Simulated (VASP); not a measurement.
# LiSe4 (Cmmm) in VASP: a series of runs

The runs below take LiSe4 through single point, with PBE.

Everything below comes from runs of VASP 6.6.1. Logs are shortened: lines on timing, memory, paths and dates and some standing lists are left out, and cuts for length are marked.

**1. The cell of the first run**

It takes space group Cmmm (No. 65, orthorhombic). The conventional cell has a = 7.509 Å, b = 9.439 Å, c = 4.335 Å, α = 90.00°, β = 90.00°, γ = 90.00°. Li (site symmetry mmm) has 4 Se at 2.46 Å within 3.3 Å. Within 2.9 Å of Se (site symmetry m2m) lie 1 Se at 2.21 Å. Se (site symmetry 2mm) has 1 Se at 2.35 Å and 2 Li at 2.46 Å within 3.1 Å.

**2. Single point, PBE**

INCAR

```
ALGO     = Normal         # electronic algorithm
EDIFF    = 1E-6           # SCF threshold, eV
ENCUT    = 520            # plane-wave cutoff, eV
GGA      = PE             # functional
ISIF     = 2              # what is computed and relaxed
ISMEAR   = 0              # smearing method
LASPH    = True           # aspherical terms in the spheres
LCHARG   = False          # write CHGCAR
LREAL    = False          # projectors in reciprocal space
LWAVE    = False          # write WAVECAR
NBANDS   = 22             # bands
NELM     = 60             # most SCF steps
PREC     = Accurate       # precision mode
SIGMA    = 0.1            # smearing width, eV
```

KPOINTS

```
k-points
0
Gamma
  4 4 4
```

POSCAR

```
LiSe4
1.0
    3.7542996637     -4.7197096965      0.0000000000
    3.7542996637      4.7197096965      0.0000000000
    0.0000000000      0.0000000000      4.3350748796
Li Se
1 4
Direct
    0.0000000000      0.0000000000      0.0000000000
    0.6170287582      0.3829712418      0.0000000000
    0.3829712418      0.6170287582      0.0000000000
    0.8437568882      0.8437568882      0.5000000000
    0.1562431118      0.1562431118      0.5000000000
```

Potentials or basis: VASP PAW PBE potentials, release 64 (Li_sv, Se).

Command:

```bash
$ cat potpaw_PBE.64/Li_sv/POTCAR potpaw_PBE.64/Se/POTCAR > POTCAR
$ mpirun -np 1 vasp_std > vasp.out
```

OUTCAR:

```text
EDIFF = 1E-6
   ENCUT = 520
   GGA = PE
   ISIF = 2
   ISMEAR = 0
   LASPH = True
   LREAL = False
   NELM = 60
   PREC = Accurate

 ion  position               nearest neighbor table
   1  0.000  0.000  0.000-   4 2.46   5 2.46   4 2.46   5 2.46
   2  0.617  0.383  0.000-   3 2.21
   3  0.383  0.617  0.000-   2 2.21
   4  0.844  0.844  0.500-   5 2.35   1 2.46   1 2.46
   5  0.156  0.156  0.500-   4 2.35   1 2.46   1 2.46

  LATTYP: Found a base centered orthorhombic cell.
 ALAT       =     7.5085993274
 B/A-ratio  =     1.2571478356
 C/A-ratio  =     0.5773480100

  Lattice vectors:

 A1 = (   3.7542996637,  -4.7197096965,   0.0000000000)
 A2 = (   3.7542996637,   4.7197096965,   0.0000000000)
 A3 = (   0.0000000000,   0.0000000000,   4.3350748796)

Analysis of symmetry for initial positions (statically):
=====================================================================
 Subroutine PRICEL returns:
 Original cell was already a primitive cell.

 Routine SETGRP: Setting up the symmetry group for a
 base centered orthorhombic supercell.

 Subroutine GETGRP returns: Found  8 space group operations
 (whereof  8 operations were pure point group operations)
 out of a pool of  8 trial point group operations.

The static configuration has the point symmetry D_2h.

Analysis of symmetry for dynamics (positions and initial velocities):
=====================================================================
 Subroutine PRICEL returns:
 Original cell was already a primitive cell.

 Routine SETGRP: Setting up the symmetry group for a
 base centered orthorhombic supercell.

 Subroutine GETGRP returns: Found  8 space group operations
 (whereof  8 operations were pure point group operations)
 out of a pool of  8 trial point group operations.

The dynamic configuration has the point symmetry D_2h.

 Subroutine INISYM returns: Found  8 space group operations
 (whereof  8 operations are pure point group operations),
 and found     1 'primitive' translations

----------------------------------------------------------------------------------------

                                     Primitive cell

  volume of cell :     153.6282

  direct lattice vectors                    reciprocal lattice vectors
     3.754299664 -4.719709696  0.000000000     0.133180631 -0.105938719  0.000000000
     3.754299664  4.719709696  0.000000000     0.133180631  0.105938719  0.000000000
     0.000000000  0.000000000  4.335074880     0.000000000  0.000000000  0.230676523

  length of vectors
     6.030789798  6.030789798  4.335074880     0.170176652  0.170176652  0.230676523

  position of ions in fractional coordinates (direct lattice)
     0.000000000  0.000000000  0.000000000
     0.617028758  0.382971242  0.000000000
     0.382971242  0.617028758  0.000000000
     0.843756888  0.843756888  0.500000000
     0.156243112  0.156243112  0.500000000

  ion indices of the primitive-cell ions
   primitive index   ion index
                 1           1
                 2           2
                 3           3
                 4           4
                 5           5

----------------------------------------------------------------------------------------

 KPOINTS: k-points

Automatic generation of k-mesh.
 Grid dimensions read from file:
 generate k-points for:    4    4    4

 Generating k-lattice:

  Cartesian coordinates                     Fractional coordinates (reciprocal lattice)
     0.033295158 -0.026484680  0.000000000     0.250000000  0.000000000  0.000000000
     0.033295158  0.026484680  0.000000000     0.000000000  0.250000000  0.000000000
     0.000000000  0.000000000  0.057669131     0.000000000  0.000000000  0.250000000

  Length of vectors
     0.042544163  0.042544163  0.057669131

  Shift w.r.t. Gamma in fractional coordinates (k-lattice)
     0.000000000  0.000000000  0.000000000

 Subroutine IBZKPT returns following result:
 ===========================================

 Found     21 irreducible k-points:

 Following reciprocal coordinates:
            Coordinates               Weight
  0.000000  0.000000  0.000000      1.000000
  0.250000  0.000000  0.000000      4.000000
  0.500000  0.000000  0.000000      2.000000
  0.250000  0.250000  0.000000      2.000000
  0.500000  0.250000  0.000000      4.000000
 -0.250000  0.250000  0.000000      2.000000
[... 13 lines left out ...]
 -0.250000  0.250000  0.500000      2.000000
  0.500000  0.500000  0.500000      1.000000
   k-points           NKPTS =     21   k-points in BZ     NKDIM =     21   number of bands    NBANDS=     22
   number of dos      NEDOS =    301   number of ions     NIONS =      5
   total plane-waves  NPLWV =  73728
   dimension x,y,z NGX =    48 NGY =   48 NGZ =   32
   dimension x,y,z NGXF=    96 NGYF=   96 NGZF=   64
   ions per type =               1   4
   NGX,Y,Z   is equivalent  to a cutoff of  13.23, 13.23, 12.27 a.u.
   NGXF,Y,Z  is equivalent  to a cutoff of  26.46, 26.46, 24.54 a.u.
 SYSTEM =  unknown system
   PREC   = accura    normal or accurate (medium, high low for compatibility)
   ISTART =      0    job   : 0-new  1-cont  2-samecut
   ICHARG =      2    charge: 1-file 2-atom 10-const
   ISPIN  =      1    spin polarized calculation?
   LNONCOLLINEAR =      F non collinear calculations
   LSORBIT =      F    spin-orbit coupling
   LASPH  =      T    aspherical Exc in radial PAW
   ENCUT  =  520.0 eV  38.22 Ry    6.18 a.u.  11.21 11.21  8.06*2*pi/ulx,y,z
   NELM   =     60;   NELMIN=  2; NELMDL= -5     # of ELM steps
   EDIFF  = 0.1E-05   stopping-criterion for ELM
   LREAL  =      F    real-space projection
   EDIFFG = 0.1E-04   stopping-criterion for IOM
   NSW    =      0    number of steps for IOM
   IBRION =     -1    ionic relax: 0-MD 1-quasi-New 2-CG
   NFREE  =      0    steps in history (QN), initial steepest desc. (CG)
   ISIF   =      2    stress and relaxation
   ISYM   =      2    0-nonsym 1-usesym 2-fastsym
   POTIM  = 0.5000    time-step for ionic-motion
   TEBEG  =    0.0;   TEEND  =   0.0 temperature during run
   PSTRESS=    0.0 pullay stress
   NELECT =      27.0000    total number of electrons
   NUPDOWN=      -1.0000    fix difference up-down
   EMIN   =  10.00;   EMAX   =-10.00  energy-range for DOS
   EFERMI =   0.00;   METHOD = LEGACY
   ISMEAR =     0;   SIGMA  =   0.10  broadening in eV -4-tet -1-fermi 0-gaus
   EFERMI_NEDOS =   21; number of points for ismear=-14 and -15
   IALGO  =     38    algorithm
   IMIX   =      4    mixing-type and parameters
     AMIX     =   0.40;   BMIX     =  1.00
     AMIX_MAG =   1.60;   BMIX_MAG =  1.00
  volume/ion in A,a.u.               =      30.73       207.35
  Fermi-wavevector in a.u.,A,eV,Ry     =   0.917007  1.732891 11.441155  0.840901
  Thomas-Fermi vector in A             =   2.041927
   LORBIT       =      0    0 simple, 1 ext, 2 COOP (PROOUT), +10 PAW based schemes
   GGA     = PE    functional components
   LHFCALC =     F    Hartree Fock is set to
   AEXX    =    0.0000 exact exchange contribution
   IVDW    =     0    specifies the selected vdW correction
   LEPSILON=     F    determine dielectric tensor
   LRPA    =     F    only Hartree local field effects (RPA)
 non-spin polarized calculation
 Gauss-broadening in eV      SIGMA  =   0.10
  energy-cutoff  :      520.00
  volume of cell :      153.63
 maximum number of plane-waves:      4184
 NGX is ok and might be reduce to    48
   NGX = 23   NGY = 23   NGZ = 17

 number of electron      27.0000001 magnetization

 Free energy of the ion-electron system (eV)
  ---------------------------------------------------
  ext. energy  EPLUGINS =         0.00000000
  ---------------------------------------------------
  free energy    TOTEN  =       -15.84794898 eV

  energy without entropy =      -15.82458044  energy(sigma->0) =      -15.83626471

 E-fermi :   0.7670     XC(G=0):  -7.7339

 val. band max:        0.7541843012   @ k =   0.5000   0.2500   0.0000
 cond. band min:       0.7681156575   @ k =   0.5000   0.0000   0.0000
 fundamental gap:      0.0139313563
 Fermi energy:         0.7669696724

 k-point     1 :       0.0000    0.0000    0.0000
  band No.  band energies     occupation
      1     -44.8388      2.00000
      2     -13.9241      2.00000
      3     -13.0577      2.00000
      4     -10.2272      2.00000
      5     -10.0001      2.00000
      6      -3.3852      2.00000
[... 14 lines left out ...]
     21       7.7029      0.00000
     22       8.2777      0.00000

 k-point     2 :       0.2500    0.0000    0.0000
  band No.  band energies     occupation
      1     -44.8388      2.00000
      2     -13.8706      2.00000
      3     -13.1329      2.00000
      4     -10.1792      2.00000
      5     -10.0245      2.00000
      6      -3.4171      2.00000
[... 14 lines left out ...]
     21       7.7630      0.00000
     22       8.1391      0.00000

 k-point     3 :       0.5000    0.0000    0.0000
  band No.  band energies     occupation
      1     -44.8388      2.00000
      2     -13.8046      2.00000
      3     -13.2199      2.00000
      4     -10.1310      2.00000
      5     -10.0485      2.00000
      6      -3.6658      2.00000
[... 14 lines left out ...]
     21       7.6931      0.00000
     22       7.9042      0.00000

 k-point     4 :       0.2500    0.2500    0.0000
  band No.  band energies     occupation
      1     -44.8388      2.00000
      2     -13.8074      2.00000
      3     -13.2150      2.00000
      4     -10.1311      2.00000
      5     -10.0554      2.00000
      6      -3.6694      2.00000
[... 14 lines left out ...]
     21       8.2939      0.00000
     22       8.5510      0.00000

 k-point     5 :       0.5000    0.2500    0.0000
  band No.  band energies     occupation
      1     -44.8388      2.00000
      2     -13.8255      2.00000
      3     -13.1638      2.00000
      4     -10.1988      2.00000
      5     -10.0798      2.00000
      6      -3.4228      2.00000
[... 14 lines left out ...]
     21       7.4782      0.00000
     22       7.9639      0.00000

 k-point     6 :      -0.2500    0.2500    0.0000
  band No.  band energies     occupation
      1     -44.8388      2.00000
      2     -13.8837      2.00000
      3     -13.0856      2.00000
      4     -10.2473      2.00000
      5     -10.0493      2.00000
      6      -3.4091      2.00000
[... 14 lines left out ...]
     21       7.6050      0.00000
     22       7.7447      0.00000

 k-point     7 :       0.5000    0.5000    0.0000
  band No.  band energies     occupation
      1     -44.8388      2.00000
      2     -13.8435      2.00000
      3     -13.1092      2.00000
      4     -10.2672      2.00000
      5     -10.1106      2.00000
      6      -3.1275      2.00000
[... 249 lines left out ...]
      6      -3.3812      2.00000
[... 14 lines left out ...]
     21       7.8583      0.00000
     22       8.4461      0.00000

 k-point    18 :       0.2500    0.2500    0.5000
  band No.  band energies     occupation
      1     -44.8385      2.00000
      2     -13.6921      2.00000
      3     -13.2063      2.00000
      4     -10.1238      2.00000
      5      -9.9600      2.00000
      6      -3.6057      2.00000
[... 14 lines left out ...]
     21       8.4228      0.00000
     22       8.5551      0.00000

 k-point    19 :       0.5000    0.2500    0.5000
  band No.  band energies     occupation
      1     -44.8385      2.00000
      2     -13.6852      2.00000
      3     -13.2052      2.00000
      4     -10.1131      2.00000
      5      -9.9834      2.00000
      6      -3.5902      2.00000
[... 14 lines left out ...]
     21       8.5906      0.00000
     22       8.5961      0.00000

 k-point    20 :      -0.2500    0.2500    0.5000
  band No.  band energies     occupation
      1     -44.8385      2.00000
      2     -13.6924      2.00000
      3     -13.2126      2.00000
      4     -10.0871      2.00000
      5      -9.9604      2.00000
      6      -3.8860      2.00000
[... 14 lines left out ...]
     21       8.5784      0.00000
     22       8.8265      0.00000

 k-point    21 :       0.5000    0.5000    0.5000
  band No.  band energies     occupation
      1     -44.8385      2.00000
      2     -13.6782      2.00000
      3     -13.2041      2.00000
      4     -10.1021      2.00000
      5     -10.0061      2.00000
      6      -3.8733      2.00000
[... 14 lines left out ...]
     21       8.1117      0.00000
     22       8.1204      0.00000

------------------------ aborting loop because EDIFF is reached ----------------------------------------

  FORCE on cell =-STRESS in cart. coord.  units (eV):
  Direction    XX          YY          ZZ          XY          YZ          ZX
  --------------------------------------------------------------------------------------
  -------------------------------------------------------------------------------------
  Total        0.0816786      0.1636388      0.0820952     -0.0000000      0.0000000      0.0000000
  in kB        0.8518204      1.7065775      0.8561653     -0.0000000      0.0000000      0.0000000
  external PRESSURE =       1.1381877 kB  Pullay stress =       0.0000000 kB

 VOLUME and BASIS-vectors are now :
 -----------------------------------------------------------------------------
  energy-cutoff  :      520.00
  volume of cell :      153.63
      direct lattice vectors                 reciprocal lattice vectors
     3.754299664 -4.719709696  0.000000000     0.133180631 -0.105938719  0.000000000
     3.754299664  4.719709696  0.000000000     0.133180631  0.105938719  0.000000000
     0.000000000  0.000000000  4.335074880     0.000000000  0.000000000  0.230676523

 POSITION                                       TOTAL-FORCE (eV/Angst)
 -----------------------------------------------------------------------------------
      0.00000      0.00000      0.00000        -0.000000     -0.000000     -0.000000
      3.75430     -1.10468      0.00000        -0.000000     -0.065854     -0.000000
      3.75430      1.10468      0.00000        -0.000000      0.065854      0.000000
      6.33543      0.00000      2.16754        -0.043138     -0.000000     -0.000000
      1.17317      0.00000      2.16754         0.043138     -0.000000     -0.000000
 -----------------------------------------------------------------------------------
    total drift:                               -0.000000     -0.000000      0.000000

  FREE ENERGIE OF THE ION-ELECTRON SYSTEM (eV)
  ---------------------------------------------------
  free  energy   TOTEN  =       -15.8479489761 eV

  energy  without entropy=      -15.8245804395  energy(sigma->0) =      -15.83626471
```

Wall time 50 s (1 thread of Intel Xeon Platinum 8488C (Sapphire Rapids), shared host); peak memory 0.26 GiB.

What came out:

```
Free energy   : -15.8479 eV
Largest force : 0.066 eV/Å
```

Forces on the atoms (eV/Å):
```
Li   0.000  0.000  0.000
Se   0.000 -0.066  0.000
Se   0.000  0.066  0.000
Se  -0.043  0.000  0.000
Se   0.043  0.000  0.000
```

Levels at points of the mesh, in eV from the Fermi level:
```tsv
k point	band 11	band 12	band 13	band 14	band 15	band 16	band 17	band 18
(0.00, 0.00, 0.00)	-1.90	-1.71	-0.19	0.36	0.93	2.93	3.20	4.20
(0.50, 0.00, 0.00)	-1.75	-0.35	0.00	0.20	0.31	1.99	2.47	5.39
(0.50, 0.50, 0.00)	-2.07	-0.67	-0.24	0.21	0.81	2.82	2.84	4.33
(0.00, 0.00, 0.50)	-2.02	-0.62	-0.55	-0.48	-0.34	2.36	2.47	5.16
(0.50, 0.00, 0.50)	-1.81	-1.53	-1.25	-0.13	0.52	3.12	3.24	4.97
(0.50, 0.50, 0.50)	-1.95	-0.18	-0.14	0.02	0.23	2.34	2.36	5.78
```

Caveat: the k points lie up to 0.36 Å⁻¹ apart; the cutoff is under 1.25 times the usual one of these potentials, so pressure, stress and relaxed cells hold a basis-set (Pulay) error.

[end of part 1 of 2]
